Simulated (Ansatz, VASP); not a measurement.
Na in VASP and in Ansatz

The input INCAR:

```
SYSTEM = Na
PREC     = Accurate       ! precision mode
ENCUT    = 520            ! plane-wave cutoff, eV
EDIFF    = 1E-6           ! SCF threshold, eV
ISMEAR   = -1             ! smearing method
SIGMA    = 0.08           ! smearing width, eV
LREAL    = .FALSE.        ! projectors in reciprocal space
LASPH    = .TRUE.         ! aspherical terms in the spheres
NELM     = 60             ! most SCF steps
ALGO     = Normal         ! electronic algorithm
ISIF     = 2              ! what is computed and relaxed
LWAVE    = .FALSE.        ! write WAVECAR
LCHARG   = .TRUE.         ! write CHGCAR
GGA      = PE             ! functional
LELF     = .TRUE.         ! ELF
LVHAR    = .TRUE.       
NBANDS   = 10             ! bands
```

Contents of KPOINTS:

```
regular mesh
0
G
  13 13 13
  0 0 0
```

File POSCAR:

```
Na
1.0
   -2.0618797838      2.0618797838      2.0618797838
    2.0618797838     -2.0618797838      2.0618797838
    2.0618797838      2.0618797838     -2.0618797838
Na
1
Direct
    0.0000000000      0.0000000000      0.0000000000
```

Input for Ansatz:

```yaml
crystal:
  lattice:
    - [-2.0618797838, 2.0618797838, 2.0618797838]
    - [2.0618797838, -2.0618797838, 2.0618797838]
    - [2.0618797838, 2.0618797838, -2.0618797838]
  atoms:
    - { symbol: Na, position: [0.0, 0.0, 0.0] }
kpoints:
  mp_grid: { grid: [13, 13, 13] }
scf:
  occupations: { method: fermi_dirac, width: 0.08 }
hamiltonian:
  xc: pbe
  pseudopotentials: { kind: all_electron, lapw: { basis_error: 0.0005 } }
output:
  forces: true
  stress: true
  eigenvalues: true
```

Change from the starting cell: volume scaled by 0.95.

Alike in both runs: task single point; functional PBE; k mesh 13 × 13 × 13; occupations fermi-dirac, width 0.08 eV; no spin polarisation.

|  | VASP | Ansatz |
| --- | --- | --- |
| version | VASP 6.6.1 | Ansatz 0.2.0 |
| potentials or method | VASP PAW PBE potentials, release 64 (Na_pv), cutoff 520 eV | all-electron LAPW, scalar-relativistic |

```csv
,VASP,Ansatz,Ansatz less VASP
pressure (GPa),0.4,0.5,+0.05
```

Ansatz ran all-electron here, and VASP with PAW potentials.
